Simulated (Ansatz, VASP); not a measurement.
One calculation of Nb, two programs

```
CELL_PARAMETERS angstrom
0.00000 2.03040 2.11500
2.03040 0.00000 2.11500
2.03040 2.03040 0.00000
ATOMIC_POSITIONS crystal
Nb 0.00000 0.00000 0.00000
```

Change from the starting cell: strain -0.040 along x and y, +0.000 along z, atoms carried along.

Alike in both runs: task single point; functional r2SCAN; k mesh 20 × 20 × 20; occupations gaussian, width 0.15 eV; no spin polarisation.

```csv
,VASP,Ansatz
version,VASP 6.6.1,Ansatz 0.2.0
potentials or method,"VASP PAW PBE potentials, release 64 (Nb_sv), cutoff 520 eV","scalar-relativistic, plane waves, PAW"
valence electrons in the cell,13,13
```

VASP gave:

```
gap on the k mesh at the Fermi level (eV)                     : none
pressure (GPa)                                                : 12.5
traceless stress, the component that is largest in VASP (GPa) : 8.37
```

Q: What did Ansatz give for the same quantities?

A: gap on the k mesh at the Fermi level (eV): none; pressure (GPa): 12.7; traceless stress, the component that is largest in VASP (GPa): 8.41.

VASP's potentials were made for PBE, not for r2SCAN. A gap of «none» marks a metal or a gap that the smearing closes.
